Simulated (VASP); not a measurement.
# ZrS (Fm-3m) in VASP: a series of runs

Runs on ZrS. Level: PBEsol. Tasks: single point.

Program: VASP 6.6.1. These are calculated values, not measurements. Logs are shortened: lines on timing, memory, paths and dates and some standing lists are left out, and cuts for length are marked.

## (1) The cell of the first run

Symmetry: Fm-3m, No. 225, cubic system. The conventional cell has a = 5.250 Å, b = 5.250 Å, c = 5.250 Å, α = 90.00°, β = 90.00°, γ = 90.00°. Zr (site symmetry m-3m) has 6 S at 2.62 Å within 3.5 Å. Within 3.5 Å of S (site symmetry m-3m) lie 6 Zr at 2.62 Å.

## (2) Single point, PBEsol

Input file INCAR:

```
SYSTEM = ZrS
  ALGO = Normal
  EDIFF = 1E-6
  ENCUT = 520
  GGA = PS
  ISIF = 2
  ISMEAR = 0
  LASPH = .True.
  LCHARG = .False.
  LREAL = .False.
  LWAVE = .False.
  NBANDS = 16
  NELM = 100
  PREC = Accurate
  SIGMA = 0.1
```

Input file KPOINTS:

```
k-points
0
Gamma
  7 7 7
  0 0 0
```

Input file POSCAR:

```
ZrS
1.0
    0.0000000000      2.6250000000      2.6250000000
    2.6250000000      0.0000000000      2.6250000000
    2.6250000000      2.6250000000      0.0000000000
Zr S
1 1
Direct
    0.0000000000      0.0000000000      0.0000000000
    0.5000000000      0.5000000000      0.5000000000
```

Potentials or basis: VASP PAW PBE potentials, release 64 (Zr_sv, S).

On the command line:

```bash
cat potpaw_PBE.64/Zr_sv/POTCAR potpaw_PBE.64/S/POTCAR > POTCAR
mpirun -np 1 vasp_std > vasp.out
```

OUTCAR:

```text
SYSTEM = ZrS
   EDIFF = 1E-6
   ENCUT = 520
   GGA = PS
   ISIF = 2
   ISMEAR = 0
   LASPH = .True.
   LREAL = .False.
   NELM = 100
   PREC = Accurate

 ion  position               nearest neighbor table
   1  0.000  0.000  0.000-   2 2.62   2 2.62   2 2.62   2 2.62   2 2.62   2 2.62
   2  0.500  0.500  0.500-   1 2.62   1 2.62   1 2.62   1 2.62   1 2.62   1 2.62

  LATTYP: Found a face centered cubic cell.
 ALAT       =     5.2500000000

  Lattice vectors:

 A1 = (   0.0000000000,   2.6250000000,   2.6250000000)
 A2 = (   2.6250000000,   0.0000000000,   2.6250000000)
 A3 = (   2.6250000000,   2.6250000000,   0.0000000000)

Analysis of symmetry for initial positions (statically):
=====================================================================
 Subroutine PRICEL returns:
 Original cell was already a primitive cell.

 Routine SETGRP: Setting up the symmetry group for a
 face centered cubic supercell.

 Subroutine GETGRP returns: Found 48 space group operations
 (whereof 48 operations were pure point group operations)
 out of a pool of 48 trial point group operations.

The static configuration has the point symmetry O_h .

Analysis of symmetry for dynamics (positions and initial velocities):
=====================================================================
 Subroutine PRICEL returns:
 Original cell was already a primitive cell.

 Routine SETGRP: Setting up the symmetry group for a
 face centered cubic supercell.

 Subroutine GETGRP returns: Found 48 space group operations
 (whereof 48 operations were pure point group operations)
 out of a pool of 48 trial point group operations.

The dynamic configuration has the point symmetry O_h .

 Subroutine INISYM returns: Found 48 space group operations
 (whereof 48 operations are pure point group operations),
 and found     1 'primitive' translations

----------------------------------------------------------------------------------------

                                     Primitive cell

  volume of cell :      36.1758

  direct lattice vectors                    reciprocal lattice vectors
     0.000000000  2.625000000  2.625000000    -0.190476190  0.190476190  0.190476190
     2.625000000  0.000000000  2.625000000     0.190476190 -0.190476190  0.190476190
     2.625000000  2.625000000  0.000000000     0.190476190  0.190476190 -0.190476190

  length of vectors
     3.712310601  3.712310601  3.712310601     0.329914440  0.329914440  0.329914440

  position of ions in fractional coordinates (direct lattice)
     0.000000000  0.000000000  0.000000000
     0.500000000  0.500000000  0.500000000

  ion indices of the primitive-cell ions
   primitive index   ion index
                 1           1
                 2           2

----------------------------------------------------------------------------------------

 KPOINTS: k-points

Automatic generation of k-mesh.
 Grid dimensions read from file:
 generate k-points for:    7    7    7

 Generating k-lattice:

  Cartesian coordinates                     Fractional coordinates (reciprocal lattice)
    -0.027210884  0.027210884  0.027210884     0.142857143  0.000000000  0.000000000
     0.027210884 -0.027210884  0.027210884     0.000000000  0.142857143  0.000000000
     0.027210884  0.027210884 -0.027210884     0.000000000  0.000000000  0.142857143

  Length of vectors
     0.047130634  0.047130634  0.047130634

  Shift w.r.t. Gamma in fractional coordinates (k-lattice)
     0.000000000  0.000000000  0.000000000

 Subroutine IBZKPT returns following result:
 ===========================================

 Found     20 irreducible k-points:

 Following reciprocal coordinates:
            Coordinates               Weight
  0.000000  0.000000  0.000000      1.000000
  0.142857  0.000000  0.000000      8.000000
  0.285714  0.000000  0.000000      8.000000
  0.428571  0.000000  0.000000      8.000000
  0.142857  0.142857  0.000000      6.000000
  0.285714  0.142857  0.000000     24.000000
[... 12 lines left out ...]
 -0.428571  0.428571  0.142857     24.000000
 -0.285714  0.428571  0.142857     24.000000
   k-points           NKPTS =     20   k-points in BZ     NKDIM =     20   number of bands    NBANDS=     16
   number of dos      NEDOS =    301   number of ions     NIONS =      2
   total plane-waves  NPLWV =  21952
   dimension x,y,z NGX =    28 NGY =   28 NGZ =   28
   dimension x,y,z NGXF=    56 NGYF=   56 NGZF=   56
   ions per type =               1   1
   NGX,Y,Z   is equivalent  to a cutoff of  12.54, 12.54, 12.54 a.u.
   NGXF,Y,Z  is equivalent  to a cutoff of  25.08, 25.08, 25.08 a.u.
 SYSTEM =  ZrS
   PREC   = accura    normal or accurate (medium, high low for compatibility)
   ISTART =      0    job   : 0-new  1-cont  2-samecut
   ICHARG =      2    charge: 1-file 2-atom 10-const
   ISPIN  =      1    spin polarized calculation?
   LNONCOLLINEAR =      F non collinear calculations
   LSORBIT =      F    spin-orbit coupling
   LASPH  =      T    aspherical Exc in radial PAW
   ENCUT  =  520.0 eV  38.22 Ry    6.18 a.u.   6.90  6.90  6.90*2*pi/ulx,y,z
   NELM   =    100;   NELMIN=  2; NELMDL= -5     # of ELM steps
   EDIFF  = 0.1E-05   stopping-criterion for ELM
   LREAL  =      F    real-space projection
   EDIFFG = 0.1E-04   stopping-criterion for IOM
   NSW    =      0    number of steps for IOM
   IBRION =     -1    ionic relax: 0-MD 1-quasi-New 2-CG
   NFREE  =      0    steps in history (QN), initial steepest desc. (CG)
   ISIF   =      2    stress and relaxation
   ISYM   =      2    0-nonsym 1-usesym 2-fastsym
   POTIM  = 0.5000    time-step for ionic-motion
   TEBEG  =    0.0;   TEEND  =   0.0 temperature during run
   PSTRESS=    0.0 pullay stress
   NELECT =      18.0000    total number of electrons
   NUPDOWN=      -1.0000    fix difference up-down
   EMIN   =  10.00;   EMAX   =-10.00  energy-range for DOS
   EFERMI =   0.00;   METHOD = LEGACY
   ISMEAR =     0;   SIGMA  =   0.10  broadening in eV -4-tet -1-fermi 0-gaus
   EFERMI_NEDOS =   21; number of points for ismear=-14 and -15
   IALGO  =     38    algorithm
   IMIX   =      4    mixing-type and parameters
     AMIX     =   0.40;   BMIX     =  1.00
     AMIX_MAG =   1.60;   BMIX_MAG =  1.00
  volume/ion in A,a.u.               =      18.09       122.06
  Fermi-wavevector in a.u.,A,eV,Ry     =   1.297258  2.451462 22.896950  1.682878
  Thomas-Fermi vector in A             =   2.428662
   LORBIT       =      0    0 simple, 1 ext, 2 COOP (PROOUT), +10 PAW based schemes
   GGA     = PS    functional components
   LHFCALC =     F    Hartree Fock is set to
   AEXX    =    0.0000 exact exchange contribution
   IVDW    =     0    specifies the selected vdW correction
   LEPSILON=     F    determine dielectric tensor
   LRPA    =     F    only Hartree local field effects (RPA)
 non-spin polarized calculation
 Gauss-broadening in eV      SIGMA  =   0.10
  energy-cutoff  :      520.00
  volume of cell :       36.18
 maximum number of plane-waves:       990
   NGX = 13   NGY = 13   NGZ = 13

 number of electron      18.0000000 magnetization

 Free energy of the ion-electron system (eV)
  ---------------------------------------------------
  ext. energy  EPLUGINS =         0.00000000
  ---------------------------------------------------
  free energy    TOTEN  =       -16.49134705 eV

  energy without entropy =      -16.48257156  energy(sigma->0) =      -16.48695931

 E-fermi :  10.5903     XC(G=0): -11.4622

 val. band max:       10.5818482804   @ k =   0.2857   0.2857   0.0000
 cond. band min:      10.6263895567   @ k =   0.2857   0.0000   0.0000
 fundamental gap:      0.0445412763
 Fermi energy:        10.5902509690

 k-point     1 :       0.0000    0.0000    0.0000
  band No.  band energies     occupation
      1     -39.3171      2.00000
      2     -17.3096      2.00000
      3     -17.3096      2.00000
      4     -17.3096      2.00000
      5      -5.2037      2.00000
      6       7.1018      2.00000
[... 8 lines left out ...]
     15      17.7257      0.00000
     16      22.9527      0.00000

 k-point     2 :       0.1429    0.0000    0.0000
  band No.  band energies     occupation
      1     -39.3122      2.00000
      2     -17.3776      2.00000
      3     -17.3154      2.00000
      4     -17.3154      2.00000
      5      -4.9517      2.00000
      6       5.8313      2.00000
[... 8 lines left out ...]
     15      18.4639      0.00000
     16      21.5807      0.00000

 k-point     3 :       0.2857    0.0000    0.0000
  band No.  band energies     occupation
      1     -39.3011      2.00000
      2     -17.5258      2.00000
      3     -17.3286      2.00000
      4     -17.3286      2.00000
      5      -4.3296      2.00000
      6       3.9830      2.00000
[... 8 lines left out ...]
     15      18.5951      0.00000
     16      19.4208      0.00000

 k-point     4 :       0.4286    0.0000    0.0000
  band No.  band energies     occupation
      1     -39.2922      2.00000
      2     -17.6403      2.00000
      3     -17.3391      2.00000
      4     -17.3391      2.00000
      5      -3.7416      2.00000
      6       2.7579      2.00000
[... 8 lines left out ...]
     15      17.1095      0.00000
     16      17.1095      0.00000
[... 248 lines left out ...]
 k-point    18 :      -0.4286    0.2857    0.1429
  band No.  band energies     occupation
      1     -39.2868      2.00000
      2     -17.5751      2.00000
      3     -17.4355      2.00000
      4     -17.3736      2.00000
      5      -3.9307      2.00000
      6       3.4964      2.00000
[... 8 lines left out ...]
     15      17.5871      0.00000
     16      18.3539      0.00000

 k-point    19 :      -0.4286    0.4286    0.1429
  band No.  band energies     occupation
      1     -39.2840      2.00000
      2     -17.5534      2.00000
      3     -17.4432      2.00000
      4     -17.4150      2.00000
      5      -4.1485      2.00000
      6       4.1801      2.00000
[... 8 lines left out ...]
     15      18.0218      0.00000
     16      19.6254      0.00000

 k-point    20 :      -0.2857    0.4286    0.1429
  band No.  band energies     occupation
      1     -39.2833      2.00000
      2     -17.5114      2.00000
      3     -17.5079      2.00000
      4     -17.4080      2.00000
      5      -4.0223      2.00000
      6       4.1801      2.00000
[... 8 lines left out ...]
     15      18.2377      0.00000
     16      18.6108      0.00000

------------------------ aborting loop because EDIFF is reached ----------------------------------------

  FORCE on cell =-STRESS in cart. coord.  units (eV):
  Direction    XX          YY          ZZ          XY          YZ          ZX
  --------------------------------------------------------------------------------------
  -------------------------------------------------------------------------------------
  Total       -1.3979228     -1.3979228     -1.3979228     -0.0000000     -0.0000000     -0.0000000
  in kB      -61.9121443    -61.9121443    -61.9121443     -0.0000000     -0.0000000     -0.0000000
  external PRESSURE =     -61.9121443 kB  Pullay stress =       0.0000000 kB

 VOLUME and BASIS-vectors are now :
 -----------------------------------------------------------------------------
  energy-cutoff  :      520.00
  volume of cell :       36.18
      direct lattice vectors                 reciprocal lattice vectors
     0.000000000  2.625000000  2.625000000    -0.190476190  0.190476190  0.190476190
     2.625000000  0.000000000  2.625000000     0.190476190 -0.190476190  0.190476190
     2.625000000  2.625000000  0.000000000     0.190476190  0.190476190 -0.190476190

 POSITION                                       TOTAL-FORCE (eV/Angst)
 -----------------------------------------------------------------------------------
      0.00000      0.00000      0.00000        -0.000000     -0.000000     -0.000000
      2.62500      2.62500      2.62500         0.000000      0.000000      0.000000
 -----------------------------------------------------------------------------------
    total drift:                                0.000000      0.000000      0.000000

  FREE ENERGIE OF THE ION-ELECTRON SYSTEM (eV)
  ---------------------------------------------------
  free  energy   TOTEN  =       -16.4913470503 eV

  energy  without entropy=      -16.4825715641  energy(sigma->0) =      -16.48695931
```

It took 20 s on 1 thread of Intel Xeon 8259CL, shared host; peak memory 0.16 GiB.

Results:

```yaml
Free_energy: -16.4913 eV
Pressure: -6.2 GPa
Band_gap_on_the_k_mesh: zero (band 9 reaches 11.55 eV, above the bottom of band 10 at 9.23 eV)
```

Caveat: the PAW data sets were made with another functional, which shifts forces and pressure a little.

## (3) Single point, PBEsol

Input file INCAR:

```
ALGO = Normal
EDIFF = 1E-7
ENCUT = 520
GGA = PS
ISIF = 2
ISMEAR = 0
LASPH = True
LCHARG = False
LREAL = False
LWAVE = False
NBANDS = 16
NELM = 60
PREC = Accurate
SIGMA = 0.2
```

Input file KPOINTS:

```
k-points
0
Gamma
  7 7 7
```

POSCAR is that of step 2.

Potentials or basis: VASP PAW PBE potentials, release 64 (Zr_sv, S).

On the command line:

```bash
cat potpaw_PBE.64/Zr_sv/POTCAR potpaw_PBE.64/S/POTCAR > POTCAR
mpirun -np 1 vasp_std > vasp.out
```

It took 22 s on 1 thread of Intel Xeon 8259CL, shared host; peak memory 0.16 GiB.

It converged, with:

```
Free energy            : -16.5019 eV
Pressure               : -6.2 GPa
Band gap on the k mesh : zero (band 9 reaches 11.55 eV, above the bottom of band 10 at 9.23 eV)
```

Levels at points of the mesh, in eV from the Fermi level:
| k point | band 6 | band 7 | band 8 | band 9 | band 10 | band 11 | band 12 | band 13 |
| --- | --- | --- | --- | --- | --- | --- | --- | --- |
| (0.00, 0.00, 0.00) | -3.45 | -3.45 | -3.45 | -1.32 | -1.32 | -1.32 | -0.65 | -0.65 |

Caveat: the PAW data sets were made with another functional, which shifts forces and pressure a little.

## (4) Single point, PBEsol

Input file INCAR:

```
SYSTEM = ZrS
ALGO = Normal ; EDIFF = 1E-6
ENCUT = 520 ; GGA = PS
ISIF = 2 ; ISMEAR = 0
LASPH = .True. ; LCHARG = .True.
LELF = .True. ; LREAL = .False.
LVHAR = .True. ; LWAVE = .False.
NBANDS = 16 ; NELM = 60
PREC = Accurate ; SIGMA = 0.4
```

Input file KPOINTS:

```
k-points
0
Gamma
  7 7 7
  0 0 0
```

POSCAR is that of step 3.

On the command line:

```bash
cat potpaw_PBE.64/Zr_sv/POTCAR potpaw_PBE.64/S/POTCAR > POTCAR
mpirun -np 1 vasp_std > vasp.out
```

Run time: 22 s. Hardware: 1 thread of Intel Xeon 8259CL, shared host; peak memory 0.16 GiB.

The run converged. Its results:

- Free energy: -16.5404 eV
- Pressure: -6.0 GPa
- Band gap on the k mesh: zero (band 9 reaches 11.55 eV, above the bottom of band 10 at 9.24 eV)

Levels at points of the mesh, in eV from the Fermi level:
```
           k point  band 6  band 7  band 8  band 9  band 10  band 11  band 12  band 13
(0.00, 0.00, 0.00)   -3.45   -3.45   -3.45   -1.31    -1.31    -1.31    -0.63    -0.63
```

Caveat: the PAW data sets were made with another functional, which shifts forces and pressure a little.

## (5) Summary

```csv
smearing,gap on the mesh (eV),pressure (GPa)
gaussian 0.1 eV,none,-6.2
gaussian 0.2 eV,none,-6.2
gaussian 0.4 eV,none,-6.0
```

Alike in all rows: task single point; level PBEsol; potentials or basis VASP PAW PBE potentials, release 64 (Zr_sv, S); no spin polarisation; cell as given; k mesh 7 × 7 × 7; cutoff (eV) 520.

Every run on the cell as given and a fine mesh finds a metal.

Caveats: the PAW data sets were made with another functional, which shifts forces and pressure a little.

Total energies depend on the potentials used, so only differences within one code and one set of settings carry meaning.
